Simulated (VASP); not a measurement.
Sr: single point with PBE

Crystal: Sr.

```
CELL_PARAMETERS angstrom
0.00000 3.18190 3.18190
3.18190 0.00000 3.18190
3.18190 3.18190 0.00000
ATOMIC_POSITIONS crystal
Sr 0.00000 0.00000 0.00000
```

This cell differs from its parent crystal: Ba replaced by Sr, lengths x 0.944, strained.

```json
{
 "Program": "VASP 6.6.1",
 "Task": "single point",
 "Functional": "PBE",
 "Potentials or basis": "VASP PAW PBE potentials, release 64 (Sr_sv)",
 "Cutoff": "520 eV",
 "k mesh": "12 × 12 × 12",
 "Occupations": "gaussian, width 0.1 eV",
 "Spin": "no spin polarisation",
 "Dipole correction": "no",
 "Further INCAR settings": "ALGO = Normal; EDIFF = 1e-07; NBANDS = 11"
}
```

The pressure is -1.4 GPa and the band gap on the k mesh is zero (bands 5 and 6 overlap by 0.24 eV).

Levels at points of the mesh, in eV from the Fermi level:
```
           k point  band 1  band 2  band 3  band 4  band 5  band 6  band 7  band 8  band 9  band 10
(0.00, 0.00, 0.00)  -36.92  -18.82  -18.82  -18.82   -3.38    2.19    2.19    2.19    3.42     3.42
(0.50, 0.00, 0.00)  -36.91  -18.93  -18.84  -18.84   -1.03   -0.06    2.06    2.06    4.28     4.28
(0.50, 0.50, 0.00)  -36.91  -18.93  -18.86  -18.86   -0.47    0.47    0.78    4.29    4.53     4.53
```

It took 41 s on 1 thread of Intel(R) Xeon(R) Platinum 8259CL CPU @ 2.50GHz (Skylake/Cascade Lake) (shared host), peak memory 0.22 GiB.

Caveat: the cell differs from its parent crystal (Ba replaced by Sr, lengths x 0.944, strained).
